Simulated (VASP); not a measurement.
# InF3 (R-3c) in VASP: further runs

InF3 is run at these levels: LDA; tasks: single point.

Everything below comes from runs of VASP 6.6.1. Logs are shortened: lines on timing, memory, paths and dates and some standing lists are left out, and cuts for length are marked.

### Step 1. The cell of the first run

Symmetry: R-3c, No. 167, trigonal system. Conventional cell: a = 5.089 Å, b = 5.089 Å, c = 14.543 Å, α = 90.00°, β = 90.00°, γ = 120.00°. Within 2.7 Å of In (site symmetry -3) lie 6 F at 2.06 Å. F (site symmetry 2) has 2 In at 2.06 Å within 2.7 Å.

### Step 2. Single point, LDA

Input file INCAR:

```
SYSTEM = InF3
PREC = Accurate
ENCUT = 520
EDIFF = 1E-6
ISMEAR = 0
SIGMA = 0.02
LREAL = .False.
LASPH = .True.
NELM = 100
ALGO = Normal
ISIF = 2
LWAVE = .False.
LCHARG = .False.
NBANDS = 44
```

Input file KPOINTS:

```
Automatic mesh
0
Gamma
  6 6 6
  0 0 0
```

Input file POSCAR:

```
InF3
1.0
    2.5446289901      1.4691422324      4.8476815253
   -2.5446289901      1.4691422324      4.8476815253
    0.0000000000     -2.9382844648      4.8476815253
In F
2 6
Direct
    0.0000000000      0.0000000000      0.0000000000
    0.5000000000      0.5000000000      0.5000000000
    0.9037364996      0.5962635004      0.2500000000
    0.2500000000      0.9037364996      0.5962635004
    0.5962635004      0.2500000000      0.9037364996
    0.0962635004      0.4037364996      0.7500000000
    0.7500000000      0.0962635004      0.4037364996
    0.4037364996      0.7500000000      0.0962635004
```

Potentials or basis: VASP PAW LDA potentials, release 64 (In_d, F).

The run is started by

```console
> cat potpaw_LDA.64/In_d/POTCAR potpaw_LDA.64/F/POTCAR > POTCAR
> mpirun -np 1 vasp_std > vasp.out
```

OUTCAR:

```text
SYSTEM = InF3
   PREC = Accurate
   ENCUT = 520
   EDIFF = 1E-6
   ISMEAR = 0
   LREAL = .False.
   LASPH = .True.
   NELM = 100
   ISIF = 2

 ion  position               nearest neighbor table
   1  0.000  0.000  0.000-   3 2.06   6 2.06   4 2.06   7 2.06   5 2.06   8 2.06   2 3.81   2 3.81
                             2 3.81   2 3.81   2 3.81   2 3.81
   2  0.500  0.500  0.500-   3 2.06   6 2.06   5 2.06   8 2.06   7 2.06   4 2.06   1 3.81   1 3.81
                             1 3.81   1 3.81   1 3.81   1 3.81
   3  0.904  0.596  0.250-   1 2.06   2 2.06
   4  0.250  0.904  0.596-   1 2.06   2 2.06
   5  0.596  0.250  0.904-   2 2.06   1 2.06
   6  0.096  0.404  0.750-   1 2.06   2 2.06
   7  0.750  0.096  0.404-   1 2.06   2 2.06
   8  0.404  0.750  0.096-   2 2.06   1 2.06

  LATTYP: Found a trigonal (rhomboedric) cell.
 ALAT       =     5.6686446146
 COS(alpha) =     0.5969856819

  Lattice vectors:

 A1 = (   2.5446289901,   1.4691422324,   4.8476815253)
 A2 = (  -2.5446289901,   1.4691422324,   4.8476815253)
 A3 = (   0.0000000000,  -2.9382844648,   4.8476815253)

Analysis of symmetry for initial positions (statically):
=====================================================================
 Subroutine PRICEL returns:
 Original cell was already a primitive cell.

 Routine SETGRP: Setting up the symmetry group for a
 trigonal (rhombohedral) supercell.

 Subroutine GETGRP returns: Found 12 space group operations
 (whereof  6 operations were pure point group operations)
 out of a pool of 12 trial point group operations.

The static configuration has the point symmetry S_6 .
 The point group associated with its full space group is D_3d.

Analysis of symmetry for dynamics (positions and initial velocities):
=====================================================================
 Subroutine PRICEL returns:
 Original cell was already a primitive cell.

 Routine SETGRP: Setting up the symmetry group for a
 trigonal (rhombohedral) supercell.

 Subroutine GETGRP returns: Found 12 space group operations
 (whereof  6 operations were pure point group operations)
 out of a pool of 12 trial point group operations.

The dynamic configuration has the point symmetry S_6 .
 The point group associated with its full space group is D_3d.

 Subroutine INISYM returns: Found 12 space group operations
 (whereof  6 operations are pure point group operations),
 and found     1 'primitive' translations

----------------------------------------------------------------------------------------

                                     Primitive cell

  volume of cell :     108.7361

  direct lattice vectors                    reciprocal lattice vectors
     2.544628990  1.469142232  4.847681525     0.196492299  0.113444882  0.068761393
    -2.544628990  1.469142232  4.847681525    -0.196492299  0.113444882  0.068761393
     0.000000000 -2.938284465  4.847681525     0.000000000 -0.226889763  0.068761393

  length of vectors
     5.668644615  5.668644615  5.668644615     0.237080353  0.237080353  0.237080353

  position of ions in fractional coordinates (direct lattice)
     0.000000000  0.000000000  0.000000000
     0.500000000  0.500000000  0.500000000
     0.903736500  0.596263500  0.250000000
     0.250000000  0.903736500  0.596263500
     0.596263500  0.250000000  0.903736500
     0.096263500  0.403736500  0.750000000
     0.750000000  0.096263500  0.403736500
     0.403736500  0.750000000  0.096263500

  ion indices of the primitive-cell ions
   primitive index   ion index
                 1           1
                 2           2
                 3           3
                 4           4
                 5           5
                 6           6
                 7           7
                 8           8

----------------------------------------------------------------------------------------

 KPOINTS: Automatic mesh

Automatic generation of k-mesh.
 Grid dimensions read from file:
 generate k-points for:    6    6    6

 Generating k-lattice:

  Cartesian coordinates                     Fractional coordinates (reciprocal lattice)
     0.032748716  0.018907480  0.011460232     0.166666667 -0.000000000  0.000000000
    -0.032748716  0.018907480  0.011460232    -0.000000000  0.166666667  0.000000000
     0.000000000 -0.037814961  0.011460232     0.000000000  0.000000000  0.166666667

  Length of vectors
     0.039513392  0.039513392  0.039513392

  Shift w.r.t. Gamma in fractional coordinates (k-lattice)
     0.000000000  0.000000000  0.000000000

 Subroutine IBZKPT returns following result:
 ===========================================

 Found     32 irreducible k-points:

 Following reciprocal coordinates:
            Coordinates               Weight
  0.000000  0.000000  0.000000      1.000000
  0.166667  0.000000 -0.000000      6.000000
  0.333333 -0.000000 -0.000000      6.000000
  0.500000 -0.000000  0.000000      3.000000
  0.166667  0.166667 -0.000000      6.000000
  0.333333  0.166667  0.000000     12.000000
[... 16 lines left out ...]
  0.500000  0.500000  0.166667      6.000000
 -0.333333  0.500000  0.166667     12.000000
 [... further k-points ...]
   k-points           NKPTS =     32   k-points in BZ     NKDIM =     32   number of bands    NBANDS=     44
   number of dos      NEDOS =    301   number of ions     NIONS =      8
   total plane-waves  NPLWV =  74088
   dimension x,y,z NGX =    42 NGY =   42 NGZ =   42
   dimension x,y,z NGXF=    84 NGYF=   84 NGZF=   84
   ions per type =               2   6
   NGX,Y,Z   is equivalent  to a cutoff of  12.32, 12.32, 12.32 a.u.
   NGXF,Y,Z  is equivalent  to a cutoff of  24.63, 24.63, 24.63 a.u.
 SYSTEM =  InF3
   PREC   = accura    normal or accurate (medium, high low for compatibility)
   ISTART =      0    job   : 0-new  1-cont  2-samecut
   ICHARG =      2    charge: 1-file 2-atom 10-const
   ISPIN  =      1    spin polarized calculation?
   LNONCOLLINEAR =      F non collinear calculations
   LSORBIT =      F    spin-orbit coupling
   LASPH  =      T    aspherical Exc in radial PAW
   ENCUT  =  520.0 eV  38.22 Ry    6.18 a.u.  10.54 10.54 10.54*2*pi/ulx,y,z
   NELM   =    100;   NELMIN=  2; NELMDL= -5     # of ELM steps
   EDIFF  = 0.1E-05   stopping-criterion for ELM
   LREAL  =      F    real-space projection
   EDIFFG = 0.1E-04   stopping-criterion for IOM
   NSW    =      0    number of steps for IOM
   IBRION =     -1    ionic relax: 0-MD 1-quasi-New 2-CG
   NFREE  =      0    steps in history (QN), initial steepest desc. (CG)
   ISIF   =      2    stress and relaxation
   ISYM   =      2    0-nonsym 1-usesym 2-fastsym
   POTIM  = 0.5000    time-step for ionic-motion
   TEBEG  =    0.0;   TEEND  =   0.0 temperature during run
   PSTRESS=    0.0 pullay stress
   NELECT =      68.0000    total number of electrons
   NUPDOWN=      -1.0000    fix difference up-down
   EMIN   =  10.00;   EMAX   =-10.00  energy-range for DOS
   EFERMI =   0.00;   METHOD = LEGACY
   ISMEAR =     0;   SIGMA  =   0.02  broadening in eV -4-tet -1-fermi 0-gaus
   EFERMI_NEDOS =   21; number of points for ismear=-14 and -15
   IALGO  =     38    algorithm
   IMIX   =      4    mixing-type and parameters
     AMIX     =   0.40;   BMIX     =  1.00
     AMIX_MAG =   1.60;   BMIX_MAG =  1.00
  volume/ion in A,a.u.               =      13.59        91.72
  Fermi-wavevector in a.u.,A,eV,Ry     =   1.399974  2.645567 26.666422  1.959927
  Thomas-Fermi vector in A             =   2.522980
   LORBIT       =      0    0 simple, 1 ext, 2 COOP (PROOUT), +10 PAW based schemes
   GGA     = CA    functional components
   LHFCALC =     F    Hartree Fock is set to
   AEXX    =    0.0000 exact exchange contribution
   IVDW    =     0    specifies the selected vdW correction
   LEPSILON=     F    determine dielectric tensor
   LRPA    =     F    only Hartree local field effects (RPA)
 non-spin polarized calculation
 Gauss-broadening in eV      SIGMA  =   0.02
  energy-cutoff  :      520.00
  volume of cell :      108.74
 maximum number of plane-waves:      2952
   NGX = 21   NGY = 21   NGZ = 21

 number of electron      68.0000031 magnetization

 Free energy of the ion-electron system (eV)
  ---------------------------------------------------
  ext. energy  EPLUGINS =         0.00000000
  ---------------------------------------------------
  free energy    TOTEN  =       -40.33650387 eV

  energy without entropy =      -40.33650387  energy(sigma->0) =      -40.33650387

 E-fermi :  -0.7073     XC(G=0): -10.3738

 val. band max:       -0.8027211540   @ k =   0.5000   0.5000   0.0000
 cond. band min:       3.4533590048   @ k =   0.0000   0.0000   0.0000
 fundamental gap:      4.2560801588
 Fermi energy:        -0.7073171407

 k-point     1 :       0.0000    0.0000    0.0000
  band No.  band energies     occupation
      1     -20.9543      2.00000
      2     -20.4299      2.00000
      3     -20.4299      2.00000
      4     -20.2916      2.00000
      5     -20.1628      2.00000
      6     -20.1628      2.00000
[... 36 lines left out ...]
     43      13.2795      0.00000
     44      13.7145      0.00000

 k-point     2 :       0.1667    0.0000   -0.0000
  band No.  band energies     occupation
      1     -20.9013      2.00000
      2     -20.4256      2.00000
      3     -20.4181      2.00000
      4     -20.2993      2.00000
      5     -20.2087      2.00000
      6     -20.1890      2.00000
[... 36 lines left out ...]
     43      13.6046      0.00000
     44      13.8421      0.00000

 k-point     3 :       0.3333   -0.0000   -0.0000
  band No.  band energies     occupation
      1     -20.7581      2.00000
      2     -20.4251      2.00000
      3     -20.3868      2.00000
      4     -20.3382      2.00000
      5     -20.3015      2.00000
      6     -20.2536      2.00000
[... 36 lines left out ...]
     43      13.7895      0.00000
     44      14.4249      0.00000

 k-point     4 :       0.5000   -0.0000    0.0000
  band No.  band energies     occupation
      1     -20.5675      2.00000
      2     -20.5675      2.00000
      3     -20.3464      2.00000
      4     -20.3464      2.00000
      5     -20.3228      2.00000
      6     -20.3228      2.00000
[... 882 lines left out ...]
     43      13.6061      0.00000
     44      14.5498      0.00000

 k-point    23 :       0.5000    0.5000    0.1667
  band No.  band energies     occupation
      1     -20.6823      2.00000
      2     -20.5184      2.00000
      3     -20.3922      2.00000
      4     -20.3329      2.00000
      5     -20.2783      2.00000
      6     -20.2555      2.00000
[... 36 lines left out ...]
     43      13.5967      0.00000
     44      14.1124      0.00000

 k-point    24 :      -0.3333    0.5000    0.1667
  band No.  band energies     occupation
      1     -20.6241      2.00000
      2     -20.5344      2.00000
      3     -20.3960      2.00000
      4     -20.3472      2.00000
      5     -20.2886      2.00000
      6     -20.2710      2.00000
[... 36 lines left out ...]
     43      13.8047      0.00000
     44      14.3489      0.00000

 [... further k-points ...]
[... 5 lines left out ...]
  --------------------------------------------------------------------------------------
  -------------------------------------------------------------------------------------
  Total        0.3474129      0.3474129      0.4621751      0.0000000      0.0000000      0.0000000
  in kB        5.1189737      5.1189737      6.8099436      0.0000000      0.0000000      0.0000000
  external PRESSURE =       5.6826303 kB  Pullay stress =       0.0000000 kB

 VOLUME and BASIS-vectors are now :
 -----------------------------------------------------------------------------
  energy-cutoff  :      520.00
  volume of cell :      108.74
      direct lattice vectors                 reciprocal lattice vectors
     2.544628990  1.469142232  4.847681525     0.196492299  0.113444882  0.068761393
    -2.544628990  1.469142232  4.847681525    -0.196492299  0.113444882  0.068761393
     0.000000000 -2.938284465  4.847681525     0.000000000 -0.226889763  0.068761393

 POSITION                                       TOTAL-FORCE (eV/Angst)
 -----------------------------------------------------------------------------------
      0.00000      0.00000      0.00000         0.000000     -0.000000      0.000000
      0.00000      0.00000      7.27152         0.000000      0.000000      0.000000
      0.78240      1.46914      8.48344         0.047662      0.000000     -0.000000
     -1.66352     -0.05699      8.48344        -0.023831      0.041276      0.000000
      0.88111     -1.41215      8.48344        -0.023831     -0.041276      0.000000
     -0.78240     -1.46914      6.05960        -0.047662      0.000000     -0.000000
      1.66352      0.05699      6.05960         0.023831     -0.041276      0.000000
     -0.88111      1.41215      6.05960         0.023831      0.041276      0.000000
 -----------------------------------------------------------------------------------
    total drift:                                0.000000      0.000000     -0.000000

  FREE ENERGIE OF THE ION-ELECTRON SYSTEM (eV)
  ---------------------------------------------------
  free  energy   TOTEN  =       -40.3365038657 eV

  energy  without entropy=      -40.3365038657  energy(sigma->0) =      -40.33650387
```

Wall time 3.4 min (1 thread of Intel Xeon 6975P-C, shared host); peak memory 0.28 GiB.

What came out:

* Free energy: -40.3365 eV
* Pressure: 0.6 GPa
* Largest force: 0.048 eV/Å
* Band gap on the k mesh: 4.26 eV, indirect (least direct gap 4.27 eV)

Forces on the atoms (eV/Å):
```
In   0.000  0.000  0.000
In   0.000  0.000  0.000
F    0.048  0.000  0.000
F   -0.024  0.041  0.000
F   -0.024 -0.041  0.000
F   -0.048  0.000  0.000
F    0.024 -0.041  0.000
F    0.024  0.041  0.000
```

Caveat: spin-orbit coupling is left out, which moves the levels of the heavy elements.

### Step 3. Single point, LDA

This run uses another cell than the first one, of 15.19 Å³/atom, 1.117 times its volume.

Input file INCAR:

```
SYSTEM = InF3
PREC = Accurate
ENCUT = 520
EDIFF = 1E-6
ISMEAR = 0
SIGMA = 0.1
LREAL = .FALSE.
LASPH = .TRUE.
NELM = 60
ALGO = Normal
ISIF = 2
LWAVE = .FALSE.
LCHARG = .TRUE.
GGA = CA
LELF = .TRUE.
LVHAR = .TRUE.
NBANDS = 44
```

Input file KPOINTS:

```
Automatic mesh
0
G
  6 6 6
  0 0 0
```

Input file POSCAR:

```
InF3
1.0
    2.7051500000      1.5618190807      4.7925000000
   -2.7051500000      1.5618190807      4.7925000000
    0.0000000000     -3.1236381614      4.7925000000
In F
2 6
Direct
    0.0000000000      0.0000000000      0.0000000000
    0.5000000000      0.5000000000      0.5000000000
    0.8584000000      0.6416000000      0.2500000000
    0.2500000000      0.8584000000      0.6416000000
    0.6416000000      0.2500000000      0.8584000000
    0.1416000000      0.3584000000      0.7500000000
    0.7500000000      0.1416000000      0.3584000000
    0.3584000000      0.7500000000      0.1416000000
```

Potentials or basis: VASP PAW LDA potentials, release 64 (In_d, F).

The run is started by

```console
> cat potpaw_LDA.64/In_d/POTCAR potpaw_LDA.64/F/POTCAR > POTCAR
> mpirun -np 1 vasp_std > vasp.out
```

OUTCAR:

```text
SYSTEM = InF3
   PREC = Accurate
   ENCUT = 520
   EDIFF = 1E-6
   ISMEAR = 0
   LREAL = .FALSE.
   LASPH = .TRUE.
   NELM = 60
   ISIF = 2
   GGA = CA

 ion  position               nearest neighbor table
   1  0.000  0.000  0.000-   5 2.05   8 2.05   7 2.05   4 2.05   3 2.05   6 2.05   2 3.94   2 3.94
                             2 3.94   2 3.94   2 3.94   2 3.94
   2  0.500  0.500  0.500-   4 2.05   7 2.05   5 2.05   8 2.05   3 2.05   6 2.05   1 3.94   1 3.94
                             1 3.94   1 3.94   1 3.94   1 3.94
   3  0.858  0.642  0.250-   1 2.05   2 2.05
   4  0.250  0.858  0.642-   2 2.05   1 2.05
   5  0.642  0.250  0.858-   1 2.05   2 2.05
[... 1347 lines left out ...]
  in kB        2.7571206      2.7571206     -0.6087331      0.0000000      0.0000000     -0.0000000
  external PRESSURE =       1.6351693 kB  Pullay stress =       0.0000000 kB

 VOLUME and BASIS-vectors are now :
 -----------------------------------------------------------------------------
  energy-cutoff  :      520.00
  volume of cell :      121.49
      direct lattice vectors                 reciprocal lattice vectors
     2.705150000  1.561819081  4.792500000     0.184832634  0.106713171  0.069553121
    -2.705150000  1.561819081  4.792500000    -0.184832634  0.106713171  0.069553121
     0.000000000 -3.123638161  4.792500000     0.000000000 -0.213426342  0.069553121

 POSITION                                       TOTAL-FORCE (eV/Angst)
 -----------------------------------------------------------------------------------
      0.00000      0.00000      0.00000         0.000000      0.000000      0.000000
      0.00000      0.00000      7.18875         0.000000     -0.000000      0.000000
      0.58648      1.56182      8.38687         0.095813     -0.000000      0.000000
     -1.64581     -0.27301      8.38687        -0.047906      0.082976      0.000000
      1.05934     -1.28881      8.38687        -0.047906     -0.082976      0.000000
     -0.58648     -1.56182      5.99063        -0.095813      0.000000     -0.000000
      1.64581      0.27301      5.99063         0.047906     -0.082976      0.000000
     -1.05934      1.28881      5.99063         0.047906      0.082976      0.000000
 -----------------------------------------------------------------------------------
    total drift:                               -0.000000     -0.000000     -0.000000

  FREE ENERGIE OF THE ION-ELECTRON SYSTEM (eV)
  ---------------------------------------------------
  free  energy   TOTEN  =       -40.2759142517 eV

  energy  without entropy=      -40.2759142517  energy(sigma->0) =      -40.27591425
```

Wall time 4.1 min (1 thread of Intel Xeon 6975P-C, shared host); peak memory 0.32 GiB.

Results:

- Free energy: -40.2759 eV
- Pressure: 0.2 GPa
- Largest force: 0.096 eV/Å
- Band gap on the k mesh: 4.24 eV, indirect (least direct gap 4.28 eV)

Forces on the atoms (eV/Å):
```
In   0.000  0.000  0.000
In   0.000  0.000  0.000
F    0.096  0.000  0.000
F   -0.048  0.083  0.000
F   -0.048 -0.083  0.000
F   -0.096  0.000  0.000
F    0.048 -0.083  0.000
F    0.048  0.083  0.000
```

Caveat: spin-orbit coupling is left out, which moves the levels of the heavy elements. A k mesh can miss the band edges.

(Part 1 of 2 ends here.)
